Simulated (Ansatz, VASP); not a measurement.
# K: VASP beside Ansatz

```
K
1.0
     0.00000    3.41826    3.41826
     3.41826    0.00000    3.41826
     3.41826    3.41826    0.00000
K
1
Direct
  0.00000 0.00000 0.00000
```

Alike in both runs: task single point; functional PBEsol; k mesh 9 × 9 × 9; occupations fermi-dirac, width 0.1 eV; no spin polarisation.

|  | VASP | Ansatz |
| --- | --- | --- |
| version | VASP 6.6.1 | Ansatz 0.2.0 |
| potentials or method | VASP PAW PBE potentials, release 64 (K_sv), cutoff 520 eV | plane waves (420 eV) with PAW, scalar-relativistic |
| valence electrons in the cell | 9 | 9 |

|  | VASP | Ansatz | Ansatz less VASP |
| --- | --- | --- | --- |
| pressure (GPa) | -0.3 | -0.3 | +0.01 |

VASP's potentials were made for PBE, not for PBEsol, and Ansatz warns of the same on its side. With one functional, cell and mesh, what is left measures potentials, basis and numerics.
